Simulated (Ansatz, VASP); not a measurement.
**One calculation of InSe, two programs**

```
In Se
1.0
     1.99331    1.15084    8.28885
    -1.99331    1.15084    8.28885
     0.00000   -2.30168    8.28885
In Se
2 2
Direct
  0.00000 0.00000 0.00000
  0.11220 0.11220 0.11220
  0.61550 0.61550 0.61550
  0.83000 0.83000 0.83000
```

Change from the starting cell: volume scaled by 0.99, crystal datasets.

Alike in both runs: task electric field gradients; functional PBEsol; k mesh 7 × 7 × 7; occupations fermi-dirac, width 0.01 eV; no spin polarisation.

|  | VASP | Ansatz |
| --- | --- | --- |
| version | VASP 6.6.1 | Ansatz 0.2.0 |
| potentials or method | VASP PAW PBE potentials, release 64 (In_d, Se), cutoff 520 eV | all-electron PAW with datasets made for the crystal, scalar-relativistic |

Ansatz gave:

```
gap on the k mesh at the Fermi level (eV)                     : 0.69
pressure (GPa)                                                : 0.8
traceless stress, the component that is largest in VASP (GPa) : -0.41
rms of the force components (eV/Å)                            : 0.085
size of Vzz on the site where it differs most (V/Å²)          : 65.0
```

Question: Which values does VASP return?

Answer: gap on the k mesh at the Fermi level (eV): 0.68; pressure (GPa): 0.9; traceless stress, the component that is largest in VASP (GPa): -0.42; rms of the force components (eV/Å): 0.096; size of Vzz on the site where it differs most (V/Å²): 61.8.

VASP's potentials were made for PBE, not for PBEsol. Atom by atom the forces differ by 0.011 eV/Å (rms over components). Ansatz ran all-electron here, and VASP with PAW potentials.
